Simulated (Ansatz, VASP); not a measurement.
# Pt: VASP beside Ansatz

Contents of INCAR:

```
SYSTEM = Pt
PREC = Accurate
ENCUT = 520
EDIFF = 1E-6
ISMEAR = -1
SIGMA = 0.1
LREAL = .FALSE.
LASPH = .TRUE.
NELM = 60
ALGO = Normal
ISIF = 2
LWAVE = .FALSE.
LCHARG = .FALSE.
GGA = PE
NBANDS = 17
```

File KPOINTS:

```
Automatic mesh
0
G
  14 14 10
  0 0 0
```

Contents of POSCAR:

```
Pt
1.0
   -2.2195358839      2.5884480650      1.3918224275
    2.5884480650     -2.2195358839      1.3918224275
    2.7009251205      2.7009251205     -0.7161590921
Pt
2
Direct
    0.0160877053      0.9839122947      0.0000000000
    0.7339122947      0.2660877053      0.5000000000
```

Input for Ansatz:

```yaml
crystal:
  lattice:
    - [-2.2195358839, 2.588448065, 1.3918224275]
    - [2.588448065, -2.2195358839, 1.3918224275]
    - [2.7009251205, 2.7009251205, -0.7161590921]
  atoms:
    - { symbol: Pt, position: [0.0160877053, 0.9839122947, 0.0] }
    - { symbol: Pt, position: [0.7339122947, 0.2660877053, 0.5] }
hamiltonian:
  xc: pbe
  pseudopotentials:
    kind: paw
    azcp:
      Pt: "pseudopotentials/Pt.paw.azcp"
basis:
  ecutwfc: 420
  fft_grid_basis: typed
kpoints:
  mp_grid: { grid: [14, 14, 10], shift: [0, 0, 0] }
magnetization:
  spin_polarized: false
scf:
  occupations: { method: fermi_dirac, width: 0.1 }
  lower_state_search: "off"
output:
  stress: true
```

Alike in both runs: task single point; functional PBE; k mesh 14 × 14 × 10; occupations fermi-dirac, width 0.1 eV; no spin polarisation.

|  | VASP | Ansatz |
| --- | --- | --- |
| version | VASP 6.6.1 | Ansatz 0.2.0 |
| potentials or method | VASP PAW PBE potentials, release 64 (Pt), cutoff 520 eV | plane waves (420 eV) with PAW, scalar-relativistic |
| valence electrons in the cell | 20 | 36 |

```csv
,VASP,Ansatz,Ansatz less VASP
pressure (GPa),-18.6,-18.3,+0.30
"traceless stress, the component that is largest in VASP (GPa)",-1.64,-1.62,+0.017
```

With one functional, cell and mesh, what is left measures potentials, basis and numerics. VASP's potentials hold 20 valence electrons a cell and Ansatz's 36, so a difference there can come from the potentials and not from the codes.

Neither program's run includes spin-orbit coupling.
